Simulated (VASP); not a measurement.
# ZnC2 (R-3m) in VASP: a series of runs, part 2 of 2

VASP 6.6.1. Earlier steps stand in the parts before.

## (3) Relaxation of cell and atoms, PBE

This run uses another cell than the first one, of 10.07 Å³/atom.

File INCAR:

```
SYSTEM = ZnC2
  PREC = Accurate
  ENCUT = 600
  EDIFF = 1E-6
  ISMEAR = 0
  SIGMA = 0.1
  LREAL = .False.
  LASPH = .True.
  NELM = 80
  ALGO = Normal
  ISIF = 3
  LWAVE = .False.
  LCHARG = .False.
  GGA = PE
  IBRION = 2
  NSW = 90
  EDIFFG = -0.04
```

File KPOINTS:

```
regular mesh
0
Gamma
  6 6 6
  0 0 0
```

File POSCAR:

```
ZnC2
1.0
    1.4241499014      0.8222333289      4.3012970180
   -1.4241499014      0.8222333289      4.3012970180
    0.0000000000     -1.6444666578      4.3012970180
Zn C
1 2
Direct
    0.0000000000      0.0000000000      0.0000000000
    0.7500000000      0.7500000000      0.7500000000
    0.2500000000      0.2500000000      0.2500000000
```

Potentials or basis: VASP PAW PBE potentials, release 64 (Zn, C).

Run with:

```bash
$ cat potpaw_PBE.64/Zn/POTCAR potpaw_PBE.64/C/POTCAR > POTCAR
$ mpirun -np 1 vasp_std > vasp.out
```

OUTCAR:

```text
SYSTEM = ZnC2
   PREC = Accurate
   ENCUT = 600
   EDIFF = 1E-6
   ISMEAR = 0
   LREAL = .False.
   LASPH = .True.
   NELM = 80
   ISIF = 3
   GGA = PE
   IBRION = 2
   NSW = 90
   EDIFFG = -0.04

 ion  position               nearest neighbor table
   1  0.000  0.000  0.000-   2 1.96   3 1.96   2 1.96   2 1.96   3 1.96   3 1.96
   2  0.750  0.750  0.750-   1 1.96   1 1.96   1 1.96
   3  0.250  0.250  0.250-   1 1.96   1 1.96   1 1.96

  LATTYP: Found a trigonal (rhomboedric) cell.
 ALAT       =     4.6049350295
 COS(alpha) =     0.8087090652

  Lattice vectors:

 A1 = (   1.4241499014,   0.8222333289,   4.3012970180)
 A2 = (  -1.4241499014,   0.8222333289,   4.3012970180)
 A3 = (   0.0000000000,  -1.6444666578,   4.3012970180)

Analysis of symmetry for initial positions (statically):
=====================================================================
 Subroutine PRICEL returns:
 Original cell was already a primitive cell.

 Routine SETGRP: Setting up the symmetry group for a
 trigonal (rhombohedral) supercell.

 Subroutine GETGRP returns: Found 12 space group operations
 (whereof 12 operations were pure point group operations)
 out of a pool of 12 trial point group operations.

The static configuration has the point symmetry D_3d.

Analysis of symmetry for dynamics (positions and initial velocities):
=====================================================================
 Subroutine PRICEL returns:
 Original cell was already a primitive cell.

 Routine SETGRP: Setting up the symmetry group for a
 trigonal (rhombohedral) supercell.

 Subroutine GETGRP returns: Found 12 space group operations
 (whereof 12 operations were pure point group operations)
 out of a pool of 12 trial point group operations.

The dynamic configuration has the point symmetry D_3d.

 Subroutine INISYM returns: Found 12 space group operations
 (whereof 12 operations are pure point group operations),
 and found     1 'primitive' translations

----------------------------------------------------------------------------------------

                                     Primitive cell

  volume of cell :      30.2205

  direct lattice vectors                    reciprocal lattice vectors
     1.424149901  0.822233329  4.301297018     0.351086637  0.202699965  0.077496005
    -1.424149901  0.822233329  4.301297018    -0.351086637  0.202699965  0.077496005
     0.000000000 -1.644466658  4.301297018     0.000000000 -0.405399929  0.077496005

  length of vectors
     4.604935029  4.604935029  4.604935029     0.412740516  0.412740516  0.412740516

  position of ions in fractional coordinates (direct lattice)
     0.000000000  0.000000000  0.000000000
     0.750000000  0.750000000  0.750000000
     0.250000000  0.250000000  0.250000000

  ion indices of the primitive-cell ions
   primitive index   ion index
                 1           1
                 2           2
                 3           3

----------------------------------------------------------------------------------------

 KPOINTS: regular mesh

Automatic generation of k-mesh.
 Grid dimensions read from file:
 generate k-points for:    6    6    6

 Generating k-lattice:

  Cartesian coordinates                     Fractional coordinates (reciprocal lattice)
     0.058514440  0.033783327  0.012916001     0.166666667  0.000000000 -0.000000000
    -0.058514440  0.033783327  0.012916001     0.000000000  0.166666667 -0.000000000
[... 67 lines left out ...]
   TEBEG  =    0.0;   TEEND  =   0.0 temperature during run
   PSTRESS=    0.0 pullay stress
   NELECT =      20.0000    total number of electrons
   NUPDOWN=      -1.0000    fix difference up-down
   EMIN   =  10.00;   EMAX   =-10.00  energy-range for DOS
   EFERMI =   0.00;   METHOD = LEGACY
   ISMEAR =     0;   SIGMA  =   0.10  broadening in eV -4-tet -1-fermi 0-gaus
   EFERMI_NEDOS =   21; number of points for ismear=-14 and -15
   IALGO  =     38    algorithm
   IMIX   =      4    mixing-type and parameters
     AMIX     =   0.40;   BMIX     =  1.00
     AMIX_MAG =   1.60;   BMIX_MAG =  1.00
  volume/ion in A,a.u.               =      10.07        67.98
  Fermi-wavevector in a.u.,A,eV,Ry     =   1.426651  2.695979 27.692379  2.035332
  Thomas-Fermi vector in A             =   2.546905
   LORBIT       =      0    0 simple, 1 ext, 2 COOP (PROOUT), +10 PAW based schemes
   GGA     = PE    functional components
   LHFCALC =     F    Hartree Fock is set to
   AEXX    =    0.0000 exact exchange contribution
   IVDW    =     0    specifies the selected vdW correction
   LEPSILON=     F    determine dielectric tensor
   LRPA    =     F    only Hartree local field effects (RPA)
 conjugate gradient relaxation of ions
 non-spin polarized calculation
 Gauss-broadening in eV      SIGMA  =   0.10
  energy-cutoff  :      600.00
  volume of cell :       30.22
 maximum number of plane-waves:      1025
 NGX is ok and might be reduce to    40
   NGX = 19   NGY = 19   NGZ = 19

--------------------------------------- Ionic step        1  -------------------------------------------

 number of electron      19.9999997 magnetization

 Free energy of the ion-electron system (eV)
  ---------------------------------------------------
  ext. energy  EPLUGINS =         0.00000000
  ---------------------------------------------------
  free energy    TOTEN  =        -9.87078315 eV

  energy without entropy =       -9.86150778  energy(sigma->0) =       -9.86614546

------------------------ aborting loop because EDIFF is reached ----------------------------------------

  FORCE on cell =-STRESS in cart. coord.  units (eV):
  Direction    XX          YY          ZZ          XY          YZ          ZX
  --------------------------------------------------------------------------------------
  -------------------------------------------------------------------------------------
  Total        7.6113262      7.6113262      0.7360151      0.0000000      0.0000000      0.0000000
  in kB      403.5240797    403.5240797     39.0207689      0.0000000      0.0000000      0.0000000
  external PRESSURE =     282.0229761 kB  Pullay stress =       0.0000000 kB
[... 92 lines left out ...]
  FREE ENERGIE OF THE ION-ELECTRON SYSTEM (eV)
  ---------------------------------------------------
  free  energy   TOTEN  =       -10.5246683314 eV

  energy  without entropy=      -10.5177283543  energy(sigma->0) =      -10.52119834

 E-fermi :   4.5195     XC(G=0): -11.4462

 val. band max:        4.4234246891   @ k =   0.5000  -0.0000  -0.0000
 cond. band min:       4.6076556441   @ k =   0.3333   0.3333   0.3333
 fundamental gap:      0.1842309551
 Fermi energy:         4.5195001054

 k-point     1 :       0.0000    0.0000    0.0000
  band No.  band energies     occupation
      1     -15.3619      2.00000
      2      -4.3904      2.00000
      3      -4.0803      2.00000
      4      -2.4835      2.00000
      5      -2.4835      2.00000
      6      -1.9671      2.00000
      7      -1.8393      2.00000
      8      -1.8393      2.00000
      9       1.3082      2.00000
     10       1.3082      2.00000
     11       6.5375      0.00000
     12      12.6640      0.00000
     13      12.6640      0.00000
     14      13.4203      0.00000
[... 379 lines left out ...]
      3      -3.7765      2.00000
      4      -3.1296      2.00000
      5      -2.7607      2.00000
      6      -2.1961      2.00000
      7      -2.1690      2.00000
      8      -1.8651      2.00000
      9       0.9058      2.00000
     10       4.4025      1.90195
     11       6.5627      0.00000
     12      10.0758      0.00000
     13      10.7424      0.00000
     14      13.9581      0.00000

 [... further k-points ...]

[... ionic steps 4 to 55 ...]

--------------------------------------- Ionic step       56  -------------------------------------------

 number of electron      19.9999991 magnetization

------------------------ aborting loop because EDIFF is reached ----------------------------------------
[... 69 lines left out ...]
--------------------------------------- Ionic step       58  -------------------------------------------

 number of electron      19.9999988 magnetization

 Free energy of the ion-electron system (eV)
  ---------------------------------------------------
  ext. energy  EPLUGINS =         0.00000000
  ---------------------------------------------------
  free energy    TOTEN  =       -19.11283688 eV

  energy without entropy =      -19.11143175  energy(sigma->0) =      -19.11213431

 E-fermi :   3.6657     XC(G=0): -10.9553

 val. band max:        3.6565013107   @ k =   0.5000  -0.0000  -0.0000
 cond. band min:       3.7171198627   @ k =   0.3333   0.3333   0.3333
 fundamental gap:      0.0606185520
 Fermi energy:         3.6656590689

 k-point     1 :       0.0000    0.0000    0.0000
  band No.  band energies     occupation
      1     -15.5613      2.00000
      2      -4.8749      2.00000
      3      -4.2347      2.00000
      4      -3.1416      2.00000
      5      -3.1416      2.00000
      6      -2.6251      2.00000
      7      -2.5607      2.00000
      8      -2.5607      2.00000
      9       0.6357      2.00000
     10       0.6357      2.00000
     11       5.2817      0.00000
     12      11.7014      0.00000
     13      11.7014      0.00000
     14      11.7966      0.00000
[... 421 lines left out ...]
  FREE ENERGIE OF THE ION-ELECTRON SYSTEM (eV)
  ---------------------------------------------------
  free  energy   TOTEN  =       -19.1128368794 eV

  energy  without entropy=      -19.1114317455  energy(sigma->0) =      -19.11213431

 reached required accuracy - stopping structural energy minimisation
```

OSZICAR:

```text
N       E                     dE             d eps       ncg     rms          rms(c)
DAV:   1     0.105362325830E+03    0.10536E+03   -0.11719E+04   904   0.210E+03
DAV:   2    -0.484318090561E+01   -0.11021E+03   -0.10662E+03  1124   0.340E+02
DAV:   3    -0.111245752973E+02   -0.62814E+01   -0.62216E+01   968   0.771E+01
DAV:   4    -0.112162114709E+02   -0.91636E-01   -0.91581E-01  1154   0.101E+01
[... 598 lines left out ...]
DAV:   1    -0.191131111614E+02   -0.39846E-03   -0.14558E-02   926   0.137E+00    0.108E-01
DAV:   2    -0.191129115249E+02    0.19964E-03   -0.65354E-04  1148   0.533E-01    0.535E-02
DAV:   3    -0.191128499021E+02    0.61623E-04   -0.57182E-05  1010   0.863E-02    0.241E-02
DAV:   4    -0.191128368746E+02    0.13027E-04   -0.20400E-05  1190   0.543E-02    0.454E-03
DAV:   5    -0.191128368794E+02   -0.48472E-08   -0.22035E-06   966   0.176E-02
  58 F= -.19112837E+02 E0= -.19112134E+02  d E =-.294072E-02
```

CONTCAR:

```text
ZnC2
   1.00000000000000
     1.2507754106562947    0.7221355200308405    6.0357967002313480
    -1.2507754106562947    0.7221355200308405    6.0357967002313480
    -0.0000000000000001   -1.4442710400616812    6.0357967002313480
  Zn              C
     1     2
Direct
     0.0000000000000000    0.0000000000000000    0.0000000000000000
     0.8334496801958212    0.8334496801958213    0.8334496801958212
     0.1665503198041788    0.1665503198041788    0.1665503198041788

  0.00000000E+00  0.00000000E+00  0.00000000E+00
  0.00000000E+00  0.00000000E+00  0.00000000E+00
  0.00000000E+00  0.00000000E+00  0.00000000E+00
```

Run time: 13 min. Hardware: 1 thread of Intel Xeon 6975P-C (Granite Rapids), shared host; peak memory 0.28 GiB.

Results:

| Quantity | Value |
| --- | --- |
| Free energy | -19.1128 eV |
| Relaxed volume | 10.90 Å³/atom |
| Relaxed cell | a = 6.206 Å, b = 6.206 Å, c = 6.206 Å, α = 23.25°, β = 23.25°, γ = 23.25° |
| Space group after relaxing (to 0.1 Å) | R-3m (No. 166) |
| Pressure after relaxing | -0.1 GPa |
| Largest force after relaxing | 0.025 eV/Å |
| Band gap on the k mesh | zero (bands 10 and 11 overlap by 0.45 eV) |

Forces in eV/Å, atoms in the order of the input:
```
Zn   0.000  0.000  0.000
C    0.000  0.000 -0.025
C    0.000  0.000  0.025
```

Final structure:
```
Zn C
1.0
     1.25078    0.72214    6.03580
    -1.25078    0.72214    6.03580
     0.00000   -1.44427    6.03580
Zn C
1 2
Direct
  0.00000 0.00000 0.00000
  0.83345 0.83345 0.83345
  0.16655 0.16655 0.16655
```

Caveat: the k points lie up to 0.49 Å⁻¹ apart in the final cell; a cell axis changed by over 15 % at a fixed basis, so the end point is rough.

The gap in the log of VASP goes by the Fermi energy; the results here count the filled bands.